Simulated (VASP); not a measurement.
# Ir (P6_3/mmc) in VASP: further runs, part 2 of 2

VASP 6.6.1. Earlier steps stand in the parts before.

## Step 6: Relaxation of cell and atoms, PBE

This run uses another cell than the first one, of 15.43 Å³/atom, 1.062 times its volume.

INCAR

```
SYSTEM = Ir
ALGO = Normal
EDIFF = 1E-6
EDIFFG = -0.04
ENCUT = 600
GGA = PE
IBRION = 2
ISIF = 3
ISMEAR = 0
LASPH = .TRUE.
LCHARG = .FALSE.
LREAL = .FALSE.
LWAVE = .FALSE.
NELM = 60
NSW = 90
PREC = Accurate
SIGMA = 0.1
```

KPOINTS

```
k-points
0
G
  6 6 2
  0 0 0
```

POSCAR

```
Ir
1.0
    2.9685882496      0.0000000000      0.0000000000
   -1.4842941248      2.5708728376      0.0000000000
    0.0000000000      0.0000000000      8.0851793791
Ir
4
Direct
    0.0000000000      0.0000000000      0.2500000000
    0.0000000000      0.0000000000      0.7500000000
    0.3333333333      0.6666666667      0.7500000000
    0.6666666667      0.3333333333      0.2500000000
```

Potentials or basis: VASP PAW PBE potentials, release 64 (Ir).

Run with:

```console
> cat potpaw_PBE.64/Ir/POTCAR > POTCAR
> mpirun -np 1 vasp_std > vasp.out
```

OUTCAR:

```text
SYSTEM = Ir
   EDIFF = 1E-6
   EDIFFG = -0.04
   ENCUT = 600
   GGA = PE
   IBRION = 2
   ISIF = 3
   ISMEAR = 0
   LASPH = .TRUE.
   LREAL = .FALSE.
   NELM = 60
   NSW = 90
   PREC = Accurate

 ion  position               nearest neighbor table
   1  0.000  0.000  0.250-   4 1.71   4 1.71   4 1.71
   2  0.000  0.000  0.750-   3 1.71   3 1.71   3 1.71
   3  0.333  0.667  0.750-   2 1.71   2 1.71   2 1.71
   4  0.667  0.333  0.250-   1 1.71   1 1.71   1 1.71

  LATTYP: Found a hexagonal cell.
 ALAT       =     2.9685882496
 C/A-ratio  =     2.7235772358

  Lattice vectors:

 A1 = (   2.9685882496,   0.0000000000,   0.0000000000)
 A2 = (  -1.4842941248,   2.5708728376,   0.0000000000)
 A3 = (   0.0000000000,   0.0000000000,   8.0851793791)

Analysis of symmetry for initial positions (statically):
=====================================================================
 Subroutine PRICEL returns:
 Original cell was already a primitive cell.

 Routine SETGRP: Setting up the symmetry group for a
 hexagonal supercell.

 Subroutine GETGRP returns: Found 24 space group operations
 (whereof 12 operations were pure point group operations)
 out of a pool of 24 trial point group operations.

The static configuration has the point symmetry D_3d.
 The point group associated with its full space group is D_6h.

Analysis of symmetry for dynamics (positions and initial velocities):
=====================================================================
 Subroutine PRICEL returns:
 Original cell was already a primitive cell.

 Routine SETGRP: Setting up the symmetry group for a
 hexagonal supercell.

 Subroutine GETGRP returns: Found 24 space group operations
 (whereof 12 operations were pure point group operations)
 out of a pool of 24 trial point group operations.

The dynamic configuration has the point symmetry D_3d.
[... 124 lines left out ...]
 conjugate gradient relaxation of ions
 non-spin polarized calculation
 Gauss-broadening in eV      SIGMA  =   0.10
  energy-cutoff  :      600.00
  volume of cell :       61.70
 maximum number of plane-waves:      2072
 NGX is ok and might be reduce to    24
   NGX = 11   NGY = 11   NGZ = 33

--------------------------------------- Ionic step        1  -------------------------------------------

 number of electron      35.9999999 magnetization

 Free energy of the ion-electron system (eV)
  ---------------------------------------------------
  ext. energy  EPLUGINS =         0.00000000
  ---------------------------------------------------
  free energy    TOTEN  =        37.94138957 eV

  energy without entropy =       37.97784688  energy(sigma->0) =       37.95961822

------------------------ aborting loop because EDIFF is reached ----------------------------------------

  FORCE on cell =-STRESS in cart. coord.  units (eV):
  Direction    XX          YY          ZZ          XY          YZ          ZX
  --------------------------------------------------------------------------------------
  -------------------------------------------------------------------------------------
  Total      244.3986725    244.3986725      0.7597097     -0.0000000      0.0000000      0.0000000
  in kB     6345.8412807   6345.8412811     19.7259542     -0.0000000      0.0000000      0.0000000
  external PRESSURE =    4237.1361720 kB  Pullay stress =       0.0000000 kB
[... 25 lines left out ...]
--------------------------------------- Ionic step        2  -------------------------------------------

 number of electron      36.0000069 magnetization

------------------------ aborting loop EDIFF was not reached (unconverged)  ----------------------------

  FORCE on cell =-STRESS in cart. coord.  units (eV):
  Direction    XX          YY          ZZ          XY          YZ          ZX
  --------------------------------------------------------------------------------------
  -------------------------------------------------------------------------------------
  Total     -324.5047231   -324.5047232    -61.4366533      0.0000000      0.0000000     -0.0000000
  in kB     -535.7741078   -535.7741079   -101.4350972      0.0000000      0.0000000     -0.0000000
  external PRESSURE =    -390.9944376 kB  Pullay stress =       0.0000000 kB
[... 1488 lines left out ...]
     21      18.6597      0.00000
     22      18.6597      0.00000

[... ionic steps 4 to 28 ...]

--------------------------------------- Ionic step       29  -------------------------------------------

 number of electron      36.0000009 magnetization

------------------------ aborting loop because EDIFF is reached ----------------------------------------
[... 71 lines left out ...]
--------------------------------------- Ionic step       31  -------------------------------------------

 number of electron      36.0000008 magnetization

 Free energy of the ion-electron system (eV)
  ---------------------------------------------------
  ext. energy  EPLUGINS =         0.00000000
  ---------------------------------------------------
  free energy    TOTEN  =       -29.89172715 eV

  energy without entropy =      -29.84001540  energy(sigma->0) =      -29.86587127

 E-fermi :   6.1160     XC(G=0): -11.9715

 val. band max:        6.1090229674   @ k =   0.1667   0.1667   0.0000
 cond. band min:       6.1335967918   @ k =   0.0000   0.0000   0.0000
 fundamental gap:      0.0245738244
 Fermi energy:         6.1160191650
[... 379 lines left out ...]
  FREE ENERGIE OF THE ION-ELECTRON SYSTEM (eV)
  ---------------------------------------------------
  free  energy   TOTEN  =       -29.8917271495 eV

  energy  without entropy=      -29.8400153990  energy(sigma->0) =      -29.86587127

 reached required accuracy - stopping structural energy minimisation
```

OSZICAR:

```text
N       E                     dE             d eps       ncg     rms          rms(c)
DAV:   1     0.545956225643E+03    0.54596E+03   -0.19314E+04   616   0.187E+03
DAV:   2     0.691558703496E+02   -0.47680E+03   -0.45998E+03   622   0.521E+02
DAV:   3     0.357766864311E+02   -0.33379E+02   -0.32648E+02   774   0.155E+02
[... 450 lines left out ...]
DAV:   2    -0.298919804028E+02    0.57902E-03   -0.27458E-03   872   0.601E-01    0.125E-01
DAV:   3    -0.298918542775E+02    0.12613E-03   -0.18386E-03   940   0.535E-01    0.908E-02
DAV:   4    -0.298917298754E+02    0.12440E-03   -0.51784E-04   940   0.260E-01    0.239E-02
DAV:   5    -0.298917276376E+02    0.22377E-05   -0.31865E-05   702   0.593E-02    0.740E-03
DAV:   6    -0.298917271495E+02    0.48814E-06   -0.13413E-06   332   0.106E-02
  31 F= -.29891727E+02 E0= -.29865871E+02  d E =-.327329E-03
```

Run time: 8.9 min. Hardware: 1 thread of Intel Xeon Platinum 8488C (Sapphire Rapids), shared host; peak memory 0.21 GiB.

Results:

```
Free energy                            : -29.8917 eV
Relaxed volume                         : 19.13 Å³/atom
Relaxed cell                           : a = 4.311 Å, b = 4.311 Å, c = 4.753 Å, α = 90.00°, β = 90.00°, γ = 120.00°
Space group after relaxing (to 0.05 Å) : P6_3/mmc (No. 194)
Energy gained by relaxing              : 16958.3 meV/atom
Ionic steps                            : 31
Pressure after relaxing                : 0.1 GPa
```

Stress tensor (GPa, compression positive):
```
0.06 0.00 0.00
0.00 0.06 0.00
0.00 0.00 0.28
```

The path:
```tsv
step	energy change (eV)	largest force (eV/Å)	pressure (GPa)	volume (Å³)
1	0.0000	0.0000	423.71	61.70
2	227.8108	0.0000	-39.10	970.40
3	-30.5333	0.0000	-31.85	321.25
4	-49.0750	0.0000	-16.98	231.10
5	-54.5859	0.0000	-16.40	190.58
6	-64.3525	0.0000	-2.01	117.26
7	-64.3245	0.0000	2.66	113.91
8	-64.3585	0.0000	-0.34	115.97
9	-64.3818	0.0000	-0.32	114.29
10	-64.4873	0.0000	-0.23	109.24
11	-64.9803	0.0000	-0.22	99.14
12	-66.9031	0.0000	7.94	78.87
13	20.1816	0.0000	768.32	38.13
14	-66.9748	0.0000	8.72	78.13
15	-67.0764	0.0000	26.03	70.34
16	-67.1566	0.0000	16.46	73.82
17	-67.1595	0.0000	18.60	72.97
18	-67.2767	0.0000	15.21	73.73
19	-67.5196	0.0000	6.39	76.04
20	-67.5984	0.0000	-7.05	80.77
21	-67.6242	0.0000	-3.45	79.29
22	-67.6245	0.0000	-2.96	79.11
23	-67.6448	0.0000	-2.78	78.90
24	-67.7025	0.0000	-2.14	78.28
25	-67.7999	0.0000	-0.31	76.99
26	-67.7044	0.0000	6.46	74.29
27	-67.8270	0.0000	0.99	76.29
28	-67.8296	0.0000	1.70	75.97
29	-67.8327	0.0000	0.15	76.50
30	-67.8328	0.0000	0.34	76.43
31	-67.8331	0.0000	0.13	76.52
```

Final structure:
```
Ir
1.0
     4.31145    0.00000    0.00000
    -2.15573    3.73383    0.00000
     0.00000    0.00000    4.75338
Ir
4
Direct
  0.00000 0.00000 0.25000
  0.00000 0.00000 0.75000
  0.33333 0.66667 0.75000
  0.66667 0.33333 0.25000
```

Levels at points of the mesh, in eV from the Fermi level:
| k point | band 16 | band 17 | band 18 | band 19 | band 20 | band 21 |
| --- | --- | --- | --- | --- | --- | --- |
| (0.00, 0.00, 0.00) | -1.24 | 0.02 | 0.02 | 0.41 | 0.64 | 0.65 |
| (0.50, 0.00, 0.00) | 0.19 | 0.44 | 0.49 | 0.54 | 1.12 | 1.45 |
| (0.00, 0.00, 0.50) | -1.83 | -0.81 | -0.81 | -0.42 | -0.42 | -0.42 |
| (0.50, 0.00, 0.50) | -0.22 | -0.18 | -0.18 | 0.08 | 0.08 | 0.41 |

Caveat: the k points lie up to 0.66 Å⁻¹ apart in the final cell; the volume moved by over 15 % at a fixed basis, so the end points are rough; the bands computed are all filled at some k points, so no gap is given; spin-orbit coupling is left out, which moves the levels of the heavy elements.

## Step 7: Summary

| task | cell | k mesh | cutoff (eV) | gap on the mesh (eV) | pressure (GPa) | relaxed volume (Å³/atom) |
| --- | --- | --- | --- | --- | --- | --- |
| relaxation of cell and atoms | relaxed from a = 2.746, b = 2.746, c = 8.898 Å, angles 90.0, 90.0, 120.0°, 4 atoms | 21 × 21 × 6 | 600 | - | 0.0 | 14.55 |
| single point | a = 4.311, b = 4.311, c = 4.759 Å, angles 90.0, 90.0, 120.0°, 4 atoms | 6 × 6 × 2 | 520 | none | 0.1 | - |
| single point | a = 2.969, b = 2.969, c = 8.085 Å, angles 90.0, 90.0, 120.0°, 4 atoms | 9 × 9 × 2 | 520 | none | 420.2 | - |
| single point | a = 4.276, b = 4.276, c = 4.876 Å, angles 90.0, 90.0, 120.0°, 4 atoms | 6 × 6 × 4 | 520 | none | -0.3 | - |
| relaxation of cell and atoms | relaxed from a = 2.969, b = 2.969, c = 8.085 Å, angles 90.0, 90.0, 120.0°, 4 atoms | 6 × 6 × 2 | 600 | - | 0.1 | 19.13 |

Alike in all rows: level PBE; potentials or basis VASP PAW PBE potentials, release 64 (Ir); no spin polarisation; smearing gaussian 0.1 eV.

Caveats: some runs use coarse meshes; spin-orbit coupling is left out, which moves the levels of the heavy elements; the bands computed are all filled at some k points, so no gap is given (some runs); the volume moved by over 15 % at a fixed basis, so the end points are rough (some runs).

Absolute energies hang on the potentials; compare differences alone.
